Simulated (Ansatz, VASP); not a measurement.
# Mg2Sn in VASP and in Ansatz

INCAR

```
PREC = Accurate
ENCUT = 600
EDIFF = 1E-6
ISMEAR = 0
SIGMA = 0.025
LREAL = False
LASPH = True
NELM = 120
ALGO = Normal
ISIF = 2
LWAVE = False
LCHARG = True
GGA = PE
LELF = True
LVHAR = True
NBANDS = 16
GGA_COMPAT = False
```

File KPOINTS:

```
Automatic mesh
0
Gamma
  5 5 5
```

File POSCAR:

```
Mg2Sn
1.0
    0.0000000000      3.4084570000      3.4084570000
    3.4084570000      0.0000000000      3.4084570000
    3.4084570000      3.4084570000      0.0000000000
Sn Mg
1 2
Direct
    0.0000000000      0.0000000000      0.0000000000
    0.2500000000      0.2500000000      0.2500000000
    0.7500000000      0.7500000000      0.7500000000
```

Input for Ansatz:

```yaml
crystal:
  lattice:
    - [0.0, 3.408457, 3.408457]
    - [3.408457, 0.0, 3.408457]
    - [3.408457, 3.408457, 0.0]
  atoms:
    - { symbol: Sn, position: [0.0, 0.0, 0.0] }
    - { symbol: Mg, position: [0.25, 0.25, 0.25] }
    - { symbol: Mg, position: [0.75, 0.75, 0.75] }
  symmetry: { tolerance: 0.0003 }
kpoints:
  mp_grid: { grid: [5, 5, 5], shift: [0, 0, 0] }
magnetization:
  spin_polarized: false
scf:
  occupations: { method: gaussian, width: 0.025 }
  lower_state_search: standard
hamiltonian:
  pseudopotentials: { kind: paw }
  xc: pbe
basis:
  ecutwfc: 420
output:
  forces: true
  stress: true
  eigenvalues: true
```

Alike in both runs: task single point; functional PBE; k mesh 5 × 5 × 5; occupations gaussian, width 0.025 eV; no spin polarisation.

```csv
,VASP,Ansatz
version,VASP 6.6.1,Ansatz 0.2.0
potentials or method,"VASP PAW PBE potentials, release 64 (Sn_d, Mg), cutoff 600 eV",PAW plane waves
valence electrons in the cell,18,34
```

|  | VASP | Ansatz | Ansatz less VASP |
| --- | --- | --- | --- |
| gap on the k mesh at the Fermi level (eV) | none | none | - |
| pressure (GPa) | 0.0 | 0.0 | +0.01 |

A gap of «none» marks a metal or a gap that the smearing closes. VASP's potentials hold 18 valence electrons a cell and Ansatz's 34, so a difference there can come from the potentials and not from the codes.
